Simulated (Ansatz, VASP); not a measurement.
**Co in VASP and in Ansatz**

INCAR

```
SYSTEM = Co
  PREC = Accurate
  ENCUT = 600
  EDIFF = 1E-6
  ISMEAR = -1
  SIGMA = 0.1
  LREAL = .False.
  LASPH = .True.
  NELM = 120
  ALGO = Normal
  ISIF = 2
  LWAVE = .False.
  LCHARG = .False.
  NBANDS = 24
  GGA_COMPAT = .False.
```

The input KPOINTS:

```
regular mesh
0
Gamma
  13 13 13
  0 0 0
```

The input POSCAR:

```
Co
1.0
    0.0000000000      2.3312310714      2.3312310714
    2.3312310714      0.0000000000      2.3312310714
    2.3312310714      2.3312310714      0.0000000000
Co
2
Direct
    0.1250000000      0.1250000000      0.1250000000
    0.8750000000      0.8750000000      0.8750000000
```

Input for Ansatz:

```yaml
crystal:
  lattice:
    - [0.0, 2.3312310714, 2.3312310714]
    - [2.3312310714, 0.0, 2.3312310714]
    - [2.3312310714, 2.3312310714, 0.0]
  atoms:
    - { symbol: Co, position: [0.125, 0.125, 0.125] }
    - { symbol: Co, position: [0.875, 0.875, 0.875] }
hamiltonian:
  xc: lda
  pseudopotentials:
    kind: paw
    azcp:
      Co: "pseudopotentials/Co.paw.azcp"
basis:
  ecutwfc: 420
  fft_grid_basis: typed
kpoints:
  mp_grid: { grid: [13, 13, 13], shift: [0, 0, 0] }
magnetization:
  spin_polarized: false
scf:
  occupations: { method: fermi_dirac, width: 0.1 }
  lower_state_search: "off"
output:
  stress: true
```

Alike in both runs: task single point; functional LDA; k mesh 13 × 13 × 13; occupations fermi-dirac, width 0.1 eV; no spin polarisation.

```csv
,VASP,Ansatz
version,VASP 6.6.1,Ansatz 0.2.0
potentials or method,"VASP PAW LDA potentials, release 64 (Co_sv), cutoff 600 eV","plane waves (420 eV) with PAW, scalar-relativistic"
valence electrons in the cell,34,34
```

```csv
,VASP,Ansatz,Ansatz less VASP
pressure (GPa),13.5,16.7,+3.20
```

Ansatz warns that its potentials were made for another functional, while VASP's fit it. LDA's correlation is that of Perdew and Zunger in VASP and of Perdew and Wang (1992) in Ansatz.
